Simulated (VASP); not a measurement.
Write the native input for VASP 6.6.1 that does the following.

```
Task                   : relaxation of cell and atoms
Functional             : PBEsol
Potentials or basis    : VASP PAW PBE potentials, release 64 (Mg)
Cutoff                 : 600 eV
k mesh                 : 6 × 6 × 4
Occupations            : methfessel-paxton, width 0.1 eV
Spin                   : no spin polarisation
Dipole correction      : no
Further INCAR settings : ALGO = Normal; EDIFF = 1e-07; IBRION = 2; EDIFFG = -0.03; NSW = 80; ISIF = 3
```

The structure of Mg lies in POSCAR:

```
Mg
1.0
    3.1620868024      0.0000000000      0.0000000000
   -1.5810434012      2.7384474998      0.0000000000
    0.0000000000      0.0000000000      5.2037215598
Mg
2
Direct
    0.3333333333      0.6666666667      0.2500000000
    0.6666666667      0.3333333333      0.7500000000
```

These files were run (other wordings do the same):

INCAR

```
ALGO = Normal
EDIFF = 1E-7
EDIFFG = -0.03
ENCUT = 600
GGA = PS
GGA_COMPAT = False
IBRION = 2
ISIF = 3
ISMEAR = 1
LASPH = True
LCHARG = False
LREAL = False
LWAVE = False
NELM = 120
NELMIN = 4
NSW = 80
PREC = Accurate
SIGMA = 0.1
```

KPOINTS

```
k-points
0
Gamma
  6 6 4
```

Potentials or basis: VASP PAW PBE potentials, release 64 (Mg).

Run with:

```console
$ cat potpaw_PBE.64/Mg/POTCAR > POTCAR
$ mpirun -np 1 vasp_std > vasp.out
```

Results of the run:

* Pressure after relaxing: -0.1 GPa
* Band gap on the k mesh: zero (band 2 reaches 2.95 eV, above the bottom of band 3 at 1.32 eV)

Caveat: the k points lie up to 0.38 Å⁻¹ apart in the final cell; the relaxation stopped at its first step, so nothing moved; the PAW data sets were made with another functional, which shifts forces and pressure a little.

It took 8.8 s on 1 thread of Intel Xeon 8259CL, with other jobs on the host, peak memory 0.17 GiB.
